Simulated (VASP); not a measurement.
Input of a VASP 6.6.1 run:

File POSCAR:

```
BaS
1.0
   -0.1173137257      3.4020980452      3.4020980452
    3.4020980452     -0.1173137257      3.4020980452
    3.4020980452      3.4020980452     -0.1173137257
Ba S
1 1
Direct
   -0.0041369171     -0.0041369171     -0.0041369171
    0.2541369171      0.2541369171      0.2541369171
```

File INCAR.step1:

```
SYSTEM = BaS
ALGO     = Normal         ! electronic algorithm
EDIFF    = 1E-5           ! SCF threshold, eV
ENCUT    = 520            ! plane-wave cutoff, eV
GGA      = PE             ! functional
ISIF     = 2              ! what is computed and relaxed
ISMEAR   = 0              ! smearing method
LASPH    = .True.         ! aspherical terms in the spheres
LREAL    = .False.        ! projectors in reciprocal space
LWAVE    = .True.         ! write WAVECAR
NBANDS   = 15             ! bands
NELM     = 100            ! most SCF steps
PREC     = Accurate       ! precision mode
SIGMA    = 0.01           ! smearing width, eV
```

File INCAR.step2:

```
SYSTEM = BaS
ALGO     = Normal         ! electronic algorithm
EDIFF    = 1E-7           ! SCF threshold, eV
ENCUT    = 520            ! plane-wave cutoff, eV
GGA      = PE             ! functional
HFSCREEN = 0.2079         ! screening, 1/A
ISIF     = 2              ! what is computed and relaxed
ISMEAR   = 0              ! smearing method
ISTART   = 1            
LASPH    = .True.         ! aspherical terms in the spheres
LCHARG   = .True.         ! write CHGCAR
LELF     = .True.         ! ELF
LHFCALC  = .True.         ! exact exchange
LREAL    = .False.        ! projectors in reciprocal space
LVHAR    = .True.       
LWAVE    = .False.        ! write WAVECAR
NBANDS   = 15             ! bands
NELM     = 100            ! most SCF steps
PREC     = Accurate       ! precision mode
PRECFOCK = Normal       
SIGMA    = 0.01           ! smearing width, eV
```

File KPOINTS:

```
k-points
0
Gamma
  4 4 4
  0 0 0
```

Potentials or basis: VASP PAW PBE potentials, release 64 (Ba_sv, S).

Command:

```sh
$ cat potpaw_PBE.64/Ba_sv/POTCAR potpaw_PBE.64/S/POTCAR > POTCAR
$ cp INCAR.step1 INCAR
$ mpirun -np 1 vasp_std > vasp.out
$ cp INCAR.step2 INCAR
$ mpirun -np 1 vasp_std > vasp.out
```

Estimate the band gap on the k mesh.

3.72 eV (least direct gap 4.34 eV).

Estimate the largest force.

0.008 eV/Å.

What does it give for the pressure?

1.7 GPa.

Forces on the atoms (eV/Å):
```
Ba   0.004  0.004  0.004
S   -0.004 -0.004 -0.004
```

Caveat: the cell differs from its parent crystal (strain along [111] -5.0%); the structure was generated, so it needn't be the stable form of BaS; the PAW data sets were made with another functional, which shifts forces and pressure a little; spin-orbit coupling is left out, which moves the levels of the heavy elements. A k mesh can miss the band edges.
